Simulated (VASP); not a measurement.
ZrSbTe: single point with r2SCAN

The system is ZrSbTe.

```
Sb Te Zr
1.0
     4.11643    0.00000    0.00000
     0.00000    4.11643    0.00000
     0.00000    0.00000    9.15603
Sb Te Zr
2 2 2
Direct
  0.00000 0.00000 0.00000
  0.50000 0.50000 0.00000
  0.00000 0.50000 0.62800
  0.50000 0.00000 0.37200
  0.00000 0.50000 0.24900
  0.50000 0.00000 0.75100
```

```json
{"Program": "VASP 6.6.1", "Task": "single point", "Functional": "r2SCAN", "Potentials or basis": "VASP PAW PBE potentials, release 64 (Sb, Te, Zr_sv)", "Cutoff": "550 eV", "k mesh": "8 × 8 × 4", "Occupations": "fermi-dirac, width 0.1 eV", "Spin": "no spin polarisation"}
```

The pressure is -0.4 GPa and the largest force is 0.161 eV/Å. The band gap on the k mesh is zero (bands 23 and 24 overlap by 2.47 eV).

Forces on the atoms (eV/Å):
```
Sb   0.000  0.000  0.000
Sb   0.000  0.000  0.000
Te   0.000  0.000  0.024
Te   0.000  0.000 -0.024
Zr   0.000  0.000 -0.161
Zr   0.000  0.000  0.161
```

Stress tensor (GPa, compression positive):
```
 1.77  0.00  0.00
 0.00  1.77  0.00
 0.00  0.00 -4.60
```

Levels at points of the mesh, in eV from the Fermi level:
| k point | band 20 | band 21 | band 22 | band 23 | band 24 | band 25 | band 26 | band 27 |
| --- | --- | --- | --- | --- | --- | --- | --- | --- |
| (0.00, 0.00, 0.00) | -1.81 | -1.81 | -1.38 | -0.68 | -0.43 | 0.30 | 0.30 | 0.36 |
| (0.50, 0.00, 0.00) | -2.72 | -2.24 | -2.24 | -1.08 | -1.08 | 1.08 | 1.08 | 1.35 |
| (0.50, 0.50, 0.00) | -3.73 | -3.34 | -3.34 | 1.39 | 1.39 | 1.49 | 1.49 | 1.93 |
| (0.00, 0.00, 0.50) | -2.61 | -1.74 | -1.74 | -0.49 | 0.08 | 0.36 | 0.36 | 0.40 |
| (0.50, 0.00, 0.50) | -2.26 | -2.07 | -2.07 | -0.49 | -0.49 | 0.82 | 0.82 | 1.35 |
| (0.50, 0.50, 0.50) | -3.62 | -3.35 | -3.35 | 0.50 | 0.50 | 1.39 | 1.39 | 1.72 |

Wall time 19 min on 1 thread of Intel Xeon 8259CL, on a shared host, peak memory 0.44 GiB.

Caveat: the stress differs along the axes, from -5 to 2 GPa; the PAW data sets were made with another functional, which shifts forces and pressure a little; spin-orbit coupling is left out, which moves the levels of the heavy elements.
